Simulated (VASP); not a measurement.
Runs of VASP 6.6.1 on W. The structure is that of space group I4/mmm (No. 139), or close to it. The cells are those of the table. 

| cell | gap on the mesh (eV) | pressure (GPa) |
| --- | --- | --- |
| a = 2.695 Å, angles 107.3, 107.3, 113.9°, 1 atom | none | 18.2 |
| a = 2.621 Å, angles 111.8, 111.8, 104.9°, 1 atom | none | 57.0 |
| a = 2.661 Å, angles 112.9, 112.9, 102.7°, 1 atom | none | 38.5 |
| a = 2.732 Å, angles 111.7, 111.7, 105.1°, 1 atom | none | (b) |
| a = 2.701 Å, angles 114.1, 114.1, 100.6°, 1 atom | none | (a) |

Alike in all rows: task single point; level PBEsol; potentials or basis VASP PAW PBE potentials, release 64 (W_sv); no spin polarisation; k mesh 20 × 20 × 20; cutoff (eV) 520; smearing gaussian 0.15 eV.

Task: Estimate the missing entries.

Result: (a) 23.0; (b) 2.9.

Caveats: the PAW data sets were made with another functional, which shifts forces and pressure a little; spin-orbit coupling is left out, which moves the levels of the heavy elements; the stress differs along the axes, from 8 to 39 GPa (at least some runs); the stress differs along the axes, from 35 to 68 GPa (at least some runs); the stress differs along the axes, from 13 to 51 GPa (at least some runs); the stress differs along the axes, from -13 to 11 GPa (at least some runs); the stress differs along the axes, from -2 to 35 GPa (at least some runs).

A k mesh can miss the band edges, and the runs leave out spin-orbit coupling on W.

A gap of «none» marks levels without a gap at the run's occupations.
